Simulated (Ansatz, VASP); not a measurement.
## One calculation of MgNi3Te4, two programs

```xyz
8
Lattice="4.1044 0.0000 0.0000 -2.0522 3.5545 0.0000 0.0000 0.0000 11.2567" Properties=species:S:1:pos:R:3 pbc="T T T"
Mg    0.0000    0.0000    0.0000
Ni    0.0000    0.0000    5.6284
Ni    0.0000    0.0000    2.9555
Ni    0.0000    0.0000    8.3012
Te    0.0000    2.3697    1.7560
Te    0.0000    2.3697    6.8841
Te    2.0522    1.1848    4.3727
Te    2.0522    1.1848    9.5008
```

Alike in both runs: functional PBE; k mesh 12 × 12 × 4; occupations fermi-dirac, width 0.15 eV; no spin polarisation.

Ansatz relaxed the structure, and its values are those at the end. VASP's run is a single point on that final structure, the one shown.

```csv
,VASP,Ansatz
version,VASP 6.6.1,Ansatz 0.2.0
potentials or method,"VASP PAW PBE potentials, release 64 (Mg, Ni, Te), cutoff 600 eV","scalar-relativistic, plane waves, PAW"
valence electrons in the cell,56,128
```

|  | VASP | Ansatz | Ansatz less VASP |
| --- | --- | --- | --- |
| gap on the k mesh at the Fermi level (eV) | none | none | - |
| pressure (GPa) | -0.2 | 0.0 | +0.21 |

A gap of «none» marks a metal or a gap that the smearing closes. VASP's potentials hold 56 valence electrons a cell and Ansatz's 128, so a difference there can come from the potentials and not from the codes.

Spin-orbit coupling is off throughout.
